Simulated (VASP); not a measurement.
# N (P1) in VASP: further runs

The runs below take N through single point, with PBEsol.

Everything below comes from runs of VASP 6.6.1. Logs are shortened: lines on timing, memory, paths and dates and some standing lists are left out, and cuts for length are marked.

### 1 The cell of the first run

The typed cell holds 4 atoms: a = 4.084 Å, b = 4.084 Å, c = 5.346 Å, α = 90.00°, β = 90.00°, γ = 90.00°.

### 2 Single point, PBEsol (atom 1 (N) moved by (+0.300, -0.150) A along y and z)

Input file INCAR:

```
SYSTEM = N
ALGO = Normal
EDIFF = 1E-7
ENCUT = 520
GGA = PS
ISIF = 2
ISMEAR = 0
LASPH = .True.
LCHARG = .False.
LREAL = .False.
LWAVE = .False.
NBANDS = 18
NELM = 80
PREC = Accurate
SIGMA = 0.05
```

Input file KPOINTS:

```
k-points
0
Gamma
  6 6 4
  0 0 0
```

Input file POSCAR:

```
N
1.0
    4.0840619700      0.0000000000      0.0000000000
    0.0000000000      4.0840619700      0.0000000000
    0.0000000000      0.0000000000      5.3459132500
N
4
Direct
    0.9042752000      0.9777314801     -0.0280588167
    0.5957248000      0.4042752000      0.5000000000
    0.0957248000      0.0957248000      0.0000000000
    0.4042752000      0.5957248000      0.5000000000
```

Potentials or basis: VASP PAW PBE potentials, release 64 (N).

Command:

```bash
$ cat potpaw_PBE.64/N/POTCAR > POTCAR
$ mpirun -np 1 vasp_std > vasp.out
```

OUTCAR:

```text
SYSTEM = N
   EDIFF = 1E-7
   ENCUT = 520
   GGA = PS
   ISIF = 2
   ISMEAR = 0
   LASPH = .True.
   LREAL = .False.
   NELM = 80
   PREC = Accurate

 ion  position               nearest neighbor table
   1  0.904  0.978  0.972-   3 0.93
   2  0.596  0.404  0.500-   4 1.11
   3  0.096  0.096  0.000-   1 0.93
   4  0.404  0.596  0.500-   2 1.11

  LATTYP: Found a simple tetragonal cell.
 ALAT       =     4.0840619700
 C/A-ratio  =     1.3089696702

  Lattice vectors:

 A1 = (   4.0840619700,   0.0000000000,   0.0000000000)
 A2 = (   0.0000000000,   4.0840619700,   0.0000000000)
 A3 = (   0.0000000000,   0.0000000000,   5.3459132500)

Analysis of symmetry for initial positions (statically):
=====================================================================
 Subroutine PRICEL returns:
 Original cell was already a primitive cell.

 Routine SETGRP: Setting up the symmetry group for a
 simple tetragonal supercell.

 Subroutine GETGRP returns: Found  1 space group operations
 (whereof  1 operations were pure point group operations)
 out of a pool of 16 trial point group operations.

The static configuration has the point symmetry C_1 .

Analysis of symmetry for dynamics (positions and initial velocities):
=====================================================================
 Subroutine PRICEL returns:
 Original cell was already a primitive cell.

 Routine SETGRP: Setting up the symmetry group for a
 simple tetragonal supercell.

 Subroutine GETGRP returns: Found  1 space group operations
 (whereof  1 operations were pure point group operations)
 out of a pool of 16 trial point group operations.

The dynamic configuration has the point symmetry C_1 .

 Subroutine INISYM returns: Found  1 space group operations
 (whereof  1 operations are pure point group operations),
 and found     1 'primitive' translations

----------------------------------------------------------------------------------------

                                     Primitive cell

  volume of cell :      89.1675

  direct lattice vectors                    reciprocal lattice vectors
     4.084061970  0.000000000  0.000000000     0.244854267  0.000000000  0.000000000
     0.000000000  4.084061970  0.000000000     0.000000000  0.244854267  0.000000000
[... 82 lines left out ...]
   ICHARG =      2    charge: 1-file 2-atom 10-const
   ISPIN  =      1    spin polarized calculation?
   LNONCOLLINEAR =      F non collinear calculations
   LSORBIT =      F    spin-orbit coupling
   LASPH  =      T    aspherical Exc in radial PAW
   ENCUT  =  520.0 eV  38.22 Ry    6.18 a.u.   7.59  7.59  9.94*2*pi/ulx,y,z
   NELM   =     80;   NELMIN=  2; NELMDL= -5     # of ELM steps
   EDIFF  = 0.1E-06   stopping-criterion for ELM
   LREAL  =      F    real-space projection
   EDIFFG = 0.1E-05   stopping-criterion for IOM
   NSW    =      0    number of steps for IOM
   IBRION =     -1    ionic relax: 0-MD 1-quasi-New 2-CG
   NFREE  =      0    steps in history (QN), initial steepest desc. (CG)
   ISIF   =      2    stress and relaxation
   ISYM   =      2    0-nonsym 1-usesym 2-fastsym
   POTIM  = 0.5000    time-step for ionic-motion
   TEBEG  =    0.0;   TEEND  =   0.0 temperature during run
   PSTRESS=    0.0 pullay stress
   NELECT =      20.0000    total number of electrons
   NUPDOWN=      -1.0000    fix difference up-down
   EMIN   =  10.00;   EMAX   =-10.00  energy-range for DOS
   EFERMI =   0.00;   METHOD = LEGACY
   ISMEAR =     0;   SIGMA  =   0.05  broadening in eV -4-tet -1-fermi 0-gaus
   EFERMI_NEDOS =   21; number of points for ismear=-14 and -15
   IALGO  =     38    algorithm
   IMIX   =      4    mixing-type and parameters
     AMIX     =   0.40;   BMIX     =  1.00
     AMIX_MAG =   1.60;   BMIX_MAG =  1.00
  volume/ion in A,a.u.               =      22.29       150.43
  Fermi-wavevector in a.u.,A,eV,Ry     =   0.994678  1.879669 13.461399  0.989385
  Thomas-Fermi vector in A             =   2.126646
   LORBIT       =      0    0 simple, 1 ext, 2 COOP (PROOUT), +10 PAW based schemes
   GGA     = PS    functional components
   LHFCALC =     F    Hartree Fock is set to
   AEXX    =    0.0000 exact exchange contribution
   IVDW    =     0    specifies the selected vdW correction
   LEPSILON=     F    determine dielectric tensor
   LRPA    =     F    only Hartree local field effects (RPA)
 non-spin polarized calculation
 Gauss-broadening in eV      SIGMA  =   0.05
  energy-cutoff  :      520.00
  volume of cell :       89.17
 maximum number of plane-waves:      2419
   NGX = 15   NGY = 15   NGZ = 19

 number of electron      19.9999999 magnetization

 Free energy of the ion-electron system (eV)
  ---------------------------------------------------
  ext. energy  EPLUGINS =         0.00000000
  ---------------------------------------------------
  free energy    TOTEN  =       -30.11666386 eV

  energy without entropy =      -30.11666386  energy(sigma->0) =      -30.11666386

 E-fermi :  -6.1246     XC(G=0):  -6.3694

 val. band max:       -6.3800949583   @ k =   0.5000   0.5000   0.0000
 cond. band min:       0.7160826969   @ k =   0.0000   0.0000   0.0000
 fundamental gap:      7.0961776552
 Fermi energy:        -6.1245744949

 k-point     1 :       0.0000    0.0000    0.0000
  band No.  band energies     occupation
      1     -27.4715      2.00000
      2     -24.8232      2.00000
      3      -9.9833      2.00000
      4      -9.9405      2.00000
      5      -9.6878      2.00000
      6      -8.4812      2.00000
[... 481 lines left out ...]
      5      -9.7623      2.00000
      6      -8.6336      2.00000
[... 10 lines left out ...]
     17       8.0834      0.00000
     18      10.2079      0.00000

 [... further k-points ...]
[... 5 lines left out ...]
  --------------------------------------------------------------------------------------
  -------------------------------------------------------------------------------------
  Total       36.2489988     13.9296960      1.1531176     21.6716315      4.2486730      6.8939552
  in kB      651.3284439    250.2912502     20.7194220    389.3997203     76.3409110    123.8718112
  external PRESSURE =     307.4463720 kB  Pullay stress =       0.0000000 kB

 VOLUME and BASIS-vectors are now :
 -----------------------------------------------------------------------------
  energy-cutoff  :      520.00
  volume of cell :       89.17
      direct lattice vectors                 reciprocal lattice vectors
     4.084061970  0.000000000  0.000000000     0.244854267  0.000000000  0.000000000
     0.000000000  4.084061970  0.000000000     0.000000000  0.244854267  0.000000000
     0.000000000  0.000000000  5.345913250     0.000000000  0.000000000  0.187058778

 POSITION                                       TOTAL-FORCE (eV/Angst)
 -----------------------------------------------------------------------------------
      3.69312      3.99312      5.19591       -46.212473    -28.575426     -8.864506
      2.43298      1.65108      2.67296         0.612166     -0.590592     -0.014496
      0.39095      0.39095      0.00000        46.213947     28.560156      8.881658
      1.65108      2.43298      2.67296        -0.613639      0.605862     -0.002656
 -----------------------------------------------------------------------------------
    total drift:                               -0.000326      0.000293      0.000011

  FREE ENERGIE OF THE ION-ELECTRON SYSTEM (eV)
  ---------------------------------------------------
  free  energy   TOTEN  =       -30.1166638615 eV

  energy  without entropy=      -30.1166638615  energy(sigma->0) =      -30.11666386
```

OSZICAR:

```text
N       E                     dE             d eps       ncg     rms          rms(c)
DAV:   1     0.101153561252E+03    0.10115E+03   -0.88646E+03  2736   0.922E+02
DAV:   2    -0.254101634836E+02   -0.12656E+03   -0.12341E+03  3374   0.233E+02
DAV:   3    -0.334119976044E+02   -0.80018E+01   -0.79524E+01  3268   0.607E+01
DAV:   4    -0.334707382256E+02   -0.58741E-01   -0.58697E-01  3112   0.627E+00
DAV:   5    -0.334712011908E+02   -0.46297E-03   -0.46293E-03  3112   0.515E-01    0.135E+01
DAV:   6    -0.306795787475E+02    0.27916E+01   -0.34009E+00  3112   0.132E+01    0.749E+00
DAV:   7    -0.301226073043E+02    0.55697E+00   -0.19883E+00  3558   0.989E+00    0.266E+00
DAV:   8    -0.301187920928E+02    0.38152E-02   -0.14904E-01  2982   0.308E+00    0.589E-01
DAV:   9    -0.301163354205E+02    0.24567E-02   -0.66667E-03  3074   0.671E-01    0.272E-01
DAV:  10    -0.301165947417E+02   -0.25932E-03   -0.10307E-03  3012   0.213E-01    0.544E-02
DAV:  11    -0.301166601044E+02   -0.65363E-04   -0.67775E-05  2912   0.671E-02    0.313E-02
DAV:  12    -0.301166610384E+02   -0.93402E-06   -0.26983E-06  3318   0.160E-02    0.115E-02
DAV:  13    -0.301166633995E+02   -0.23611E-05   -0.27191E-06  2894   0.124E-02    0.506E-03
DAV:  14    -0.301166638675E+02   -0.46806E-06   -0.58912E-07  2966   0.634E-03    0.136E-03
DAV:  15    -0.301166638615E+02    0.60593E-08   -0.22821E-07  2990   0.422E-03
   1 F= -.30116664E+02 E0= -.30116664E+02  d E =-.126991E-14
```

Run time: 78 s. Hardware: 1 thread of Intel Xeon Platinum 8259CL at 2.50GHz (Skylake/Cascade Lake), shared host; peak memory 0.22 GiB.

What came out:

- Free energy: -30.1167 eV
- Pressure: 30.7 GPa
- Largest force: 55.052 eV/Å
- Band gap on the k mesh: 7.10 eV, indirect (least direct gap 7.32 eV)

Forces in eV/Å, atoms in the order of the input:
```
N   -46.212 -28.575  -8.865
N     0.612  -0.591  -0.014
N    46.214  28.560   8.882
N    -0.614   0.606  -0.003
```

Stress tensor (GPa, compression positive):
```
65.13 38.94 12.39
38.94 25.03  7.63
12.39  7.63  2.07
```

Levels at points of the mesh, in eV from the valence-band top:
| k point | band 7 | band 8 | band 9 | band 10 | band 11 | band 12 | band 13 | band 14 |
| --- | --- | --- | --- | --- | --- | --- | --- | --- |
| (0.00, 0.00, 0.00) | -1.79 | -1.57 | -1.12 | -0.23 | 7.10 | 7.98 | 9.72 | 10.40 |
| (0.50, 0.00, 0.00) | -1.80 | -1.79 | -0.33 | -0.15 | 7.77 | 7.79 | 9.91 | 10.20 |
| (0.00, 0.50, 0.00) | -1.80 | -1.80 | -0.44 | -0.32 | 7.77 | 7.77 | 9.99 | 10.36 |
| (0.50, 0.50, 0.00) | -1.88 | -1.75 | -0.17 | 0.00 | 7.54 | 8.54 | 9.80 | 10.46 |
| (0.00, 0.00, 0.50) | -1.99 | -1.61 | -0.65 | -0.48 | 7.16 | 7.97 | 9.61 | 10.39 |
| (0.50, 0.00, 0.50) | -1.76 | -1.67 | -0.39 | -0.19 | 7.67 | 7.73 | 9.87 | 10.27 |
| (0.00, 0.50, 0.50) | -1.77 | -1.72 | -0.46 | -0.38 | 7.67 | 7.74 | 10.02 | 10.41 |
| (0.50, 0.50, 0.50) | -1.99 | -1.77 | -0.11 | -0.02 | 7.55 | 8.54 | 9.79 | 10.57 |

Caveat: the cell differs from its parent crystal (atom 1 (N) moved by (+0.300, -0.150) A along y and z); the standard files for N, O and F lose accuracy on very short bonds; the PAW data sets were made with another functional, which shifts forces and pressure a little. A k mesh can miss the band edges.

### 3 Single point, PBEsol (atom 1 (N) moved by (-0.150, -0.150) A along y and z)

Input file INCAR:

```
PREC     = Accurate       # precision mode
ENCUT    = 520            # plane-wave cutoff, eV
EDIFF    = 1E-6           # SCF threshold, eV
ISMEAR   = 0              # smearing method
SIGMA    = 0.05           # smearing width, eV
LREAL    = False          # projectors in reciprocal space
LASPH    = True           # aspherical terms in the spheres
NELM     = 100            # most SCF steps
ALGO     = Normal         # electronic algorithm
ISIF     = 2              # what is computed and relaxed
LWAVE    = False          # write WAVECAR
LCHARG   = False          # write CHGCAR
GGA      = PS             # functional
NBANDS   = 18             # bands
```

Input file KPOINTS:

```
Automatic mesh
0
Gamma
  6 6 4
```

POSCAR: that of step 2 with these lines changed.

```diff
@@ -8,3 +8,3 @@
 Direct
-    0.9042752000      0.9777314801     -0.0280588167
+    0.9042752000      0.8675470600     -0.0280588167
     0.5957248000      0.4042752000      0.5000000000
```

Potentials or basis: VASP PAW PBE potentials, release 64 (N).

Command:

```bash
$ cat potpaw_PBE.64/N/POTCAR > POTCAR
$ mpirun -np 1 vasp_std > vasp.out
```

OUTCAR:

```text
PREC = Accurate
   ENCUT = 520
   EDIFF = 1E-6
   ISMEAR = 0
   LREAL = False
   LASPH = True
   NELM = 100
   ISIF = 2
   GGA = PS

 ion  position               nearest neighbor table
   1  0.904  0.868  0.972-   3 1.23
   2  0.596  0.404  0.500-   4 1.11
   3  0.096  0.096  0.000-   1 1.23
   4  0.404  0.596  0.500-   2 1.11

  LATTYP: Found a simple tetragonal cell.
 ALAT       =     4.0840619700
 C/A-ratio  =     1.3089696702
[... 699 lines left out ...]

  FORCE on cell =-STRESS in cart. coord.  units (eV):
  Direction    XX          YY          ZZ          XY          YZ          ZX
  --------------------------------------------------------------------------------------
  -------------------------------------------------------------------------------------
  Total       -5.0700482     -7.4231020     -0.0652277     -7.2040669     -1.2681662     -1.0615736
  in kB      -91.0995252   -133.3796143     -1.1720232   -129.4439522    -22.7866355    -19.0745429
  external PRESSURE =     -75.2170542 kB  Pullay stress =       0.0000000 kB

 VOLUME and BASIS-vectors are now :
 -----------------------------------------------------------------------------
  energy-cutoff  :      520.00
  volume of cell :       89.17
      direct lattice vectors                 reciprocal lattice vectors
     4.084061970  0.000000000  0.000000000     0.244854267  0.000000000  0.000000000
     0.000000000  4.084061970  0.000000000     0.000000000  0.244854267  0.000000000
     0.000000000  0.000000000  5.345913250     0.000000000  0.000000000  0.187058778

 POSITION                                       TOTAL-FORCE (eV/Angst)
 -----------------------------------------------------------------------------------
      3.69312      3.54312      5.19591         7.211290      8.622941      1.403827
      2.43298      1.65108      2.67296         0.618948     -0.627863     -0.011671
      0.39095      0.39095      0.00000        -7.209030     -8.613082     -1.378728
      1.65108      2.43298      2.67296        -0.621208      0.618004     -0.013428
 -----------------------------------------------------------------------------------
    total drift:                                0.000187      0.000183     -0.000111

  FREE ENERGIE OF THE ION-ELECTRON SYSTEM (eV)
  ---------------------------------------------------
  free  energy   TOTEN  =       -33.3847337309 eV

  energy  without entropy=      -33.3847337309  energy(sigma->0) =      -33.38473373
```

OSZICAR:

```text
N       E                     dE             d eps       ncg     rms          rms(c)
DAV:   1     0.902205380841E+02    0.90221E+02   -0.88276E+03  2736   0.926E+02
DAV:   2    -0.273310235891E+02   -0.11755E+03   -0.11434E+03  3626   0.215E+02
DAV:   3    -0.344596889575E+02   -0.71287E+01   -0.70740E+01  3090   0.566E+01
DAV:   4    -0.345217457661E+02   -0.62057E-01   -0.62011E-01  3262   0.630E+00
DAV:   5    -0.345224492233E+02   -0.70346E-03   -0.70337E-03  3206   0.601E-01    0.100E+01
DAV:   6    -0.336233482807E+02    0.89910E+00   -0.88712E-01  3070   0.639E+00    0.575E+00
DAV:   7    -0.333891295462E+02    0.23422E+00   -0.65364E-01  3472   0.568E+00    0.138E+00
DAV:   8    -0.333846871869E+02    0.44424E-02   -0.55362E-02  2940   0.187E+00    0.192E-01
DAV:   9    -0.333845476946E+02    0.13949E-03   -0.10097E-03  2964   0.262E-01    0.112E-01
DAV:  10    -0.333846878663E+02   -0.14017E-03   -0.16613E-04  2972   0.847E-02    0.374E-02
DAV:  11    -0.333847287494E+02   -0.40883E-04   -0.35817E-05  2922   0.492E-02    0.102E-02
DAV:  12    -0.333847324144E+02   -0.36650E-05   -0.41674E-06  3108   0.180E-02    0.362E-03
DAV:  13    -0.333847335733E+02   -0.11589E-05   -0.20214E-06  2604   0.118E-02    0.179E-03
DAV:  14    -0.333847337309E+02   -0.15754E-06   -0.27711E-07  2436   0.486E-03
   1 F= -.33384734E+02 E0= -.33384734E+02  d E =-.832144E-20
```

It took 82 s on 1 thread of Intel Xeon Platinum 8259CL at 2.50GHz (Skylake/Cascade Lake), shared host; peak memory 0.22 GiB.

Results:

```yaml
Free_energy: -33.3847 eV
Pressure: -7.5 GPa
Largest_force: 11.328 eV/Å
Band_gap_on_the_k_mesh: 5.88 eV, indirect (least direct gap 6.12 eV)
```

Forces in eV/Å, atoms in the order of the input:
```
N    7.211  8.623  1.404
N    0.619 -0.628 -0.012
N   -7.209 -8.613 -1.379
N   -0.621  0.618 -0.013
```

Levels at points of the mesh, in eV from the valence-band top:
```
           k point  band 8  band 9  band 10  band 11  band 12  band 13
(0.00, 0.00, 0.00)   -0.82   -0.66    -0.24     5.88     6.68     7.33
(0.50, 0.00, 0.00)   -0.91   -0.31    -0.23     6.43     6.64     7.81
(0.00, 0.50, 0.00)   -0.89   -0.24    -0.15     6.45     6.65     7.81
(0.50, 0.50, 0.00)   -0.86   -0.11    -0.03     6.34     7.12     7.62
(0.00, 0.00, 0.50)   -0.67   -0.46    -0.28     5.98     6.68     7.19
(0.50, 0.00, 0.50)   -0.82   -0.39    -0.32     6.36     6.53     7.83
(0.00, 0.50, 0.50)   -0.82   -0.35    -0.19     6.35     6.58     7.76
(0.50, 0.50, 0.50)   -0.92   -0.03     0.00     6.39     7.15     7.63
```

Caveat: the cell differs from its parent crystal (atom 1 (N) moved by (-0.150, -0.150) A along y and z); the standard files for N, O and F lose accuracy on very short bonds; the PAW data sets were made with another functional, which shifts forces and pressure a little. A k mesh can miss the band edges.

### 4 Single point, PBEsol (atom 1 (N) moved by (+0.150, -0.150) A along y and z)

Input file INCAR:

```
SYSTEM = N
  ALGO = Normal
  EDIFF = 1E-7
  ENCUT = 520
  GGA = PS
  ISIF = 2
  ISMEAR = 0
  LASPH = .True.
  LCHARG = .False.
  LREAL = .False.
  LWAVE = .False.
  NBANDS = 18
  NELM = 80
  PREC = Accurate
  SIGMA = 0.05
```

Input file KPOINTS:

```
k-points
0
Gamma
  6 6 4
  0 0 0
```

POSCAR: that of step 3 with these lines changed.

```diff
@@ -8,3 +8,3 @@
 Direct
-    0.9042752000      0.8675470600     -0.0280588167
+    0.9042752000      0.9410033400     -0.0280588167
     0.5957248000      0.4042752000      0.5000000000
```

Command:

```bash
$ cat potpaw_PBE.64/N/POTCAR > POTCAR
$ mpirun -np 1 vasp_std > vasp.out
```

Run time: 86 s. Hardware: 1 thread of Intel Xeon Platinum 8259CL at 2.50GHz (Skylake/Cascade Lake), shared host; peak memory 0.23 GiB.

Results (log left out):

```yaml
Free_energy: -33.2541 eV
Pressure: 13.2 GPa
Largest_force: 20.916 eV/Å
Band_gap_on_the_k_mesh: 7.11 eV, indirect (least direct gap 7.29 eV)
```

Forces on the atoms (eV/Å):
```
N   -16.072 -13.029  -3.072
N     0.610  -0.601  -0.011
N    16.073  13.022   3.090
N    -0.611   0.608  -0.007
```

Stress tensor (GPa, compression positive):
```
23.32 17.34  4.33
17.34 15.49  3.50
 4.33  3.50  0.82
```

Levels at points of the mesh, in eV from the valence-band top:
```csv
k point,band 6,band 7,band 8,band 9,band 10,band 11,band 12,band 13,band 14,band 15
"(0.00, 0.00, 0.00)",-2.35,-1.65,-1.51,-1.04,-0.18,7.11,8.07,8.59,9.21,11.14
"(0.50, 0.00, 0.00)",-2.43,-1.72,-1.71,-0.25,-0.19,7.86,7.87,8.85,9.12,12.11
"(0.00, 0.50, 0.00)",-2.43,-1.72,-1.71,-0.33,-0.25,7.86,7.87,8.86,9.15,11.91
"(0.50, 0.50, 0.00)",-2.49,-1.84,-1.67,-0.08,0.00,7.62,8.62,8.74,9.75,12.38
"(0.00, 0.00, 0.50)",-2.38,-1.91,-1.53,-0.54,-0.44,7.24,8.06,8.39,9.21,11.78
"(0.50, 0.00, 0.50)",-2.43,-1.66,-1.64,-0.31,-0.22,7.72,7.76,8.90,9.20,12.50
"(0.00, 0.50, 0.50)",-2.43,-1.66,-1.64,-0.38,-0.29,7.69,7.78,8.94,9.24,12.42
"(0.50, 0.50, 0.50)",-2.51,-1.91,-1.70,-0.02,-0.01,7.65,8.63,8.76,9.75,12.80
```

Caveat: the cell differs from its parent crystal (atom 1 (N) moved by (+0.150, -0.150) A along y and z); the standard files for N, O and F lose accuracy on very short bonds; the PAW data sets were made with another functional, which shifts forces and pressure a little.
